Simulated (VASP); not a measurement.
# BeZn2O3 in VASP: further runs

The runs below take BeZn2O3 through single point, with PBE.

Program: VASP 6.6.1. These are calculated values, not measurements. Logs are shortened: lines on timing, memory, paths and dates and some standing lists are left out, and cuts for length are marked.

## (1) The cell of the first run

The typed cell holds 6 atoms: a = 5.483 Å, b = 3.888 Å, c = 3.888 Å, α = 89.94°, β = 90.00°, γ = 90.00°.

## (2) Single point, PBE

Input file INCAR:

```
ALGO = Normal
EDIFF = 1E-6
ENCUT = 600
GGA = PE
GGA_COMPAT = False
ISIF = 2
ISMEAR = 0
LASPH = True
LCHARG = False
LREAL = False
LWAVE = False
NBANDS = 31
NELM = 120
PREC = Accurate
SIGMA = 0.15
```

Input file KPOINTS:

```
k-points
0
Gamma
  3 3 3
```

Input file POSCAR:

```
BeZn2O3
1.0
    5.4832297035      0.0000000000      0.0000000000
    0.0000000000      2.7475343686      2.7502783746
    0.0000000000     -2.7475343686      2.7502783746
Be Zn O
1 2 3
Direct
    0.0000000000      0.2878488667      0.2878488667
    0.5000000000      0.7875181223      0.2877109663
    0.5000000000      0.2877109663      0.7875181223
    0.7363411467      0.2878348557      0.2878348557
    0.2636588533      0.2878348557      0.2878348557
    0.5000000000      0.7877546433      0.7877546433
```

Potentials or basis: VASP PAW PBE potentials, release 64 (Be, Zn, O).

Run with:

```console
$ cat potpaw_PBE.64/Be/POTCAR potpaw_PBE.64/Zn/POTCAR potpaw_PBE.64/O/POTCAR > POTCAR
$ mpirun -np 1 vasp_std > vasp.out
```

OUTCAR:

```text
EDIFF = 1E-6
   ENCUT = 600
   GGA = PE
   ISIF = 2
   ISMEAR = 0
   LASPH = True
   LREAL = False
   NELM = 120
   PREC = Accurate

 ion  position               nearest neighbor table
   1  0.000  0.288  0.288-   4 1.45   5 1.45
   2  0.500  0.788  0.288-   6 1.94   6 1.94   5 2.34   4 2.34   4 2.34   5 2.34   3 2.75   3 2.75
                             3 2.75   3 2.75
   3  0.500  0.288  0.788-   6 1.94   6 1.94   5 2.34   4 2.34   5 2.34   4 2.34   2 2.75   2 2.75
                             2 2.75   2 2.75
   4  0.736  0.288  0.288-   1 1.45   2 2.34   3 2.34   3 2.34   2 2.34
   5  0.264  0.288  0.288-   1 1.45   2 2.34   3 2.34   3 2.34   2 2.34
   6  0.500  0.788  0.788-   2 1.94   3 1.94   2 1.94   3 1.94

  LATTYP: Found a base centered orthorhombic cell.
 ALAT       =     5.4950687372
 B/A-ratio  =     1.0009987158
 C/A-ratio  =     0.9978455167

  Lattice vectors:

 A1 = (   0.0000000000,   2.7475343686,  -2.7502783746)
 A2 = (   0.0000000000,   2.7475343686,   2.7502783746)
 A3 = (   5.4832297035,   0.0000000000,   0.0000000000)

Analysis of symmetry for initial positions (statically):
=====================================================================
 Subroutine PRICEL returns:
 Original cell was already a primitive cell.

 Routine SETGRP: Setting up the symmetry group for a
 base centered orthorhombic supercell.

 Subroutine GETGRP returns: Found  4 space group operations
 (whereof  4 operations were pure point group operations)
 out of a pool of  8 trial point group operations.

The static configuration has the point symmetry C_2v.

Analysis of symmetry for dynamics (positions and initial velocities):
=====================================================================
 Subroutine PRICEL returns:
 Original cell was already a primitive cell.

 Routine SETGRP: Setting up the symmetry group for a
 base centered orthorhombic supercell.

 Subroutine GETGRP returns: Found  4 space group operations
 (whereof  4 operations were pure point group operations)
 out of a pool of  8 trial point group operations.

The dynamic configuration has the point symmetry C_2v.

 Subroutine INISYM returns: Found  4 space group operations
 (whereof  4 operations are pure point group operations),
[... 84 lines left out ...]
   LASPH  =      T    aspherical Exc in radial PAW
   ENCUT  =  600.0 eV  44.10 Ry    6.64 a.u.  10.95  7.76  7.76*2*pi/ulx,y,z
   NELM   =    120;   NELMIN=  2; NELMDL= -5     # of ELM steps
   EDIFF  = 0.1E-05   stopping-criterion for ELM
   LREAL  =      F    real-space projection
   EDIFFG = 0.1E-04   stopping-criterion for IOM
   NSW    =      0    number of steps for IOM
   IBRION =     -1    ionic relax: 0-MD 1-quasi-New 2-CG
   NFREE  =      0    steps in history (QN), initial steepest desc. (CG)
   ISIF   =      2    stress and relaxation
   ISYM   =      2    0-nonsym 1-usesym 2-fastsym
   POTIM  = 0.5000    time-step for ionic-motion
   TEBEG  =    0.0;   TEEND  =   0.0 temperature during run
   PSTRESS=    0.0 pullay stress
   NELECT =      44.0000    total number of electrons
   NUPDOWN=      -1.0000    fix difference up-down
   EMIN   =  10.00;   EMAX   =-10.00  energy-range for DOS
   EFERMI =   0.00;   METHOD = LEGACY
   ISMEAR =     0;   SIGMA  =   0.15  broadening in eV -4-tet -1-fermi 0-gaus
   EFERMI_NEDOS =   21; number of points for ismear=-14 and -15
   IALGO  =     38    algorithm
   IMIX   =      4    mixing-type and parameters
     AMIX     =   0.40;   BMIX     =  1.00
     AMIX_MAG =   1.60;   BMIX_MAG =  1.00
  volume/ion in A,a.u.               =      13.81        93.20
  Fermi-wavevector in a.u.,A,eV,Ry     =   1.325654  2.505124 23.910329  1.757360
  Thomas-Fermi vector in A             =   2.455099
   LORBIT       =      0    0 simple, 1 ext, 2 COOP (PROOUT), +10 PAW based schemes
   GGA     = PE    functional components
   LHFCALC =     F    Hartree Fock is set to
   AEXX    =    0.0000 exact exchange contribution
   IVDW    =     0    specifies the selected vdW correction
   LEPSILON=     F    determine dielectric tensor
   LRPA    =     F    only Hartree local field effects (RPA)
 non-spin polarized calculation
 Gauss-broadening in eV      SIGMA  =   0.15
  energy-cutoff  :      600.00
  volume of cell :       82.87
 maximum number of plane-waves:      2776
 NGX is ok and might be reduce to    48
   NGX = 21   NGY = 15   NGZ = 15

 number of electron      44.0000024 magnetization

 Free energy of the ion-electron system (eV)
  ---------------------------------------------------
  ext. energy  EPLUGINS =         0.00000000
  ---------------------------------------------------
  free energy    TOTEN  =       -29.26715410 eV

  energy without entropy =      -29.26715410  energy(sigma->0) =      -29.26715410

 E-fermi :   0.4205     XC(G=0):  -9.1178

 val. band max:       -0.2782920158   @ k =   0.3333   0.3333   0.3333
 cond. band min:       1.5598834056   @ k =   0.0000   0.0000   0.0000
 fundamental gap:      1.8381754214
 Fermi energy:         0.4205279947

 k-point     1 :       0.0000    0.0000    0.0000
  band No.  band energies     occupation
      1     -17.9386      2.00000
      2     -16.7805      2.00000
      3     -16.6831      2.00000
      4      -6.0372      2.00000
      5      -5.3159      2.00000
      6      -5.2089      2.00000
[... 261 lines left out ...]
     30       9.8382      0.00000
     31      11.0007      0.00000

------------------------ aborting loop because EDIFF is reached ----------------------------------------

  FORCE on cell =-STRESS in cart. coord.  units (eV):
  Direction    XX          YY          ZZ          XY          YZ          ZX
  --------------------------------------------------------------------------------------
  -------------------------------------------------------------------------------------
  Total       -0.1689809      0.3664724      0.3014456      0.0000000      0.0000000      0.0000000
  in kB       -3.2670964      7.0854210      5.8281842      0.0000000      0.0000000      0.0000000
  external PRESSURE =       3.2155029 kB  Pullay stress =       0.0000000 kB

 VOLUME and BASIS-vectors are now :
 -----------------------------------------------------------------------------
  energy-cutoff  :      600.00
  volume of cell :       82.87
      direct lattice vectors                 reciprocal lattice vectors
     5.483229704  0.000000000  0.000000000     0.182374267  0.000000000  0.000000000
     0.000000000  2.747534369  2.750278375     0.000000000  0.181981345  0.181799779
     0.000000000 -2.747534369  2.750278375     0.000000000 -0.181981345  0.181799779

 POSITION                                       TOTAL-FORCE (eV/Angst)
 -----------------------------------------------------------------------------------
      0.00000      0.00000      1.58333         0.000000     -0.000000     -0.000660
      2.74161      1.37324      2.95718         0.000000      0.000460      0.001402
      2.74161     -1.37324      2.95718         0.000000     -0.000460      0.001402
      4.03753      0.00000      1.58325         0.098590     -0.000000     -0.000231
      1.44570      0.00000      1.58325        -0.098590     -0.000000     -0.000231
      2.74161      0.00000      4.33309         0.000000     -0.000000     -0.001682
 -----------------------------------------------------------------------------------
    total drift:                                0.000000     -0.000012      0.003019

  FREE ENERGIE OF THE ION-ELECTRON SYSTEM (eV)
  ---------------------------------------------------
  free  energy   TOTEN  =       -29.2671540960 eV

  energy  without entropy=      -29.2671540959  energy(sigma->0) =      -29.26715410
```

OSZICAR:

```text
N       E                     dE             d eps       ncg     rms          rms(c)
DAV:   1     0.439074851952E+03    0.43907E+03   -0.22962E+04   496   0.193E+03
DAV:   2     0.259765081098E+02   -0.41310E+03   -0.38418E+03   512   0.456E+02
DAV:   3    -0.338485788004E+02   -0.59825E+02   -0.58808E+02   601   0.167E+02
DAV:   4    -0.357381226336E+02   -0.18895E+01   -0.18860E+01   559   0.326E+01
DAV:   5    -0.357521247483E+02   -0.14002E-01   -0.14001E-01   560   0.284E+00    0.166E+01
DAV:   6    -0.291539418439E+02    0.65982E+01   -0.15251E+01   769   0.740E+01    0.958E+00
DAV:   7    -0.293690494298E+02   -0.21511E+00   -0.49883E+00   496   0.167E+01    0.588E+00
DAV:   8    -0.293166077934E+02    0.52442E-01   -0.81303E-01   685   0.798E+00    0.188E+00
DAV:   9    -0.292668249517E+02    0.49783E-01   -0.14489E-01   719   0.507E+00    0.528E-01
DAV:  10    -0.292659819299E+02    0.84302E-03   -0.66135E-02   627   0.177E+00    0.269E-01
DAV:  11    -0.292663661294E+02   -0.38420E-03   -0.68357E-03   591   0.130E+00    0.868E-02
DAV:  12    -0.292670186196E+02   -0.65249E-03   -0.16372E-03   517   0.686E-01    0.674E-02
DAV:  13    -0.292671026242E+02   -0.84005E-04   -0.57968E-04   678   0.413E-01    0.276E-02
DAV:  14    -0.292671520975E+02   -0.49473E-04   -0.16200E-04   533   0.125E-01    0.104E-02
DAV:  15    -0.292671524297E+02   -0.33218E-06   -0.21416E-05   612   0.726E-02    0.435E-03
DAV:  16    -0.292671541767E+02   -0.17470E-05   -0.30101E-06   502   0.108E-02    0.414E-03
DAV:  17    -0.292671540960E+02    0.80736E-07   -0.97993E-07   459   0.188E-02
   1 F= -.29267154E+02 E0= -.29267154E+02  d E =-.874043E-11
```

stdout:

```text
POSCAR found type information on POSCAR BeZnO
 POSCAR found :  3 types and       6 ions
 scaLAPACK will be used
 LDA part: xc-table for (Slater+PW92), standard interpolation
 POSCAR, INCAR and KPOINTS ok, starting setup
 FFT: planning ... GRIDC
 FFT: planning ... GRID_SOFT
 FFT: planning ... GRID
 WAVECAR not read
 entering main loop
```

It took 33 s on 1 thread of AMD EPYC 7R43 (Zen 3), shared host; peak memory 0.18 GiB.

Results:

```yaml
Free_energy: -29.2672 eV
Pressure: 0.3 GPa
Largest_force: 0.099 eV/Å
Band_gap_on_the_k_mesh: 1.84 eV, indirect (least direct gap 2.22 eV)
```

Forces on the atoms (eV/Å):
```
Be   0.000  0.000 -0.001
Zn   0.000  0.000  0.001
Zn   0.000  0.000  0.001
O    0.099  0.000  0.000
O   -0.099  0.000  0.000
O    0.000  0.000 -0.002
```

Stress tensor (GPa, compression positive):
```
-0.33  0.00  0.00
 0.00  0.71  0.00
 0.00  0.00  0.58
```

Levels at points of the mesh, in eV from the valence-band top:
```tsv
k point	band 18	band 19	band 20	band 21	band 22	band 23	band 24	band 25	band 26	band 27
(0.00, 0.00, 0.00)	-1.56	-1.56	-1.45	-0.38	-0.38	1.84	5.21	6.93	7.50	8.72
```

Caveat: the k points lie up to 0.54 Å⁻¹ apart. A k mesh can miss the band edges.

## (3) Single point, PBE

This run uses another cell than the first one, of 14.27 Å³/atom, 1.033 times its volume.

Input file INCAR:

```
SYSTEM = BeZn2O3
PREC = Accurate
ENCUT = 600
EDIFF = 1E-6
ISMEAR = 0
SIGMA = 0.15
LREAL = .FALSE.
LASPH = .TRUE.
NELM = 120
ALGO = Normal
ISIF = 2
LWAVE = .FALSE.
LCHARG = .FALSE.
GGA = PE
NBANDS = 31
GGA_COMPAT = .FALSE.
```

Input file KPOINTS:

```
Automatic mesh
0
G
  4 4 2
  0 0 0
```

Input file POSCAR:

```
BeZn2O3
1.0
    3.6469684899      0.0000000000      0.0000000000
    0.0000000000      3.6469684899      0.0000000000
    0.0000000000      0.0000000000      6.4359241771
Be Zn O
1 2 3
Direct
    0.0000000000      0.0000000000      0.0000000000
    0.5000000000      0.5000000000      0.5000000000
    0.0000000000      0.0000000000      0.5000000000
    0.0000000000      0.0000000000      0.7713998394
    0.0000000000      0.0000000000      0.2286001606
    0.5000000000      0.5000000000      0.0000000000
```

Potentials or basis: VASP PAW PBE potentials, release 64 (Be, Zn, O).

Run with:

```console
$ cat potpaw_PBE.64/Be/POTCAR potpaw_PBE.64/Zn/POTCAR potpaw_PBE.64/O/POTCAR > POTCAR
$ mpirun -np 1 vasp_std > vasp.out
```

It took 23 s on 1 thread of Intel Xeon 6975P-C (Granite Rapids), shared host; peak memory 0.22 GiB.

It converged, with:

| Quantity | Value |
| --- | --- |
| Free energy | -22.4109 eV |
| Pressure | 0.3 GPa |
| Largest force | 0.198 eV/Å |
| Band gap on the k mesh | zero (band 22 reaches -0.16 eV, above the bottom of band 23 at -0.38 eV) |

Forces on the atoms (eV/Å):
```
Be   0.000  0.000  0.000
Zn   0.000  0.000  0.000
Zn   0.000  0.000  0.000
O    0.000  0.000  0.198
O    0.000  0.000 -0.198
O    0.000  0.000  0.000
```

Stress tensor (GPa, compression positive):
```
0.41 0.00 0.00
0.00 0.41 0.00
0.00 0.00 0.08
```

Levels at points of the mesh, in eV from the Fermi level:
| k point | band 18 | band 19 | band 20 | band 21 | band 22 | band 23 | band 24 | band 25 | band 26 | band 27 |
| --- | --- | --- | --- | --- | --- | --- | --- | --- | --- | --- |
| (0.00, 0.00, 0.00) | -0.96 | -0.96 | -0.68 | -0.61 | -0.02 | -0.02 | 4.88 | 5.01 | 5.01 | 7.48 |
| (0.50, 0.00, 0.00) | -1.91 | -1.06 | -0.91 | -0.68 | -0.24 | 0.14 | 2.05 | 6.55 | 7.76 | 7.84 |
| (0.50, 0.50, 0.00) | -1.41 | -1.41 | -0.66 | -0.66 | -0.48 | 0.16 | 1.61 | 1.61 | 5.43 | 6.82 |
| (0.00, 0.00, 0.50) | -1.73 | -1.73 | -1.11 | 0.15 | 0.15 | 0.23 | 3.81 | 5.18 | 5.18 | 8.44 |
| (0.50, 0.00, 0.50) | -1.50 | -1.38 | -0.74 | -0.42 | -0.24 | 0.09 | 1.84 | 6.03 | 7.80 | 8.03 |
| (0.50, 0.50, 0.50) | -2.75 | -2.75 | -0.87 | 0.05 | 0.05 | 0.82 | 1.64 | 1.64 | 5.69 | 6.14 |

Caveat: the k points lie up to 0.49 Å⁻¹ apart.
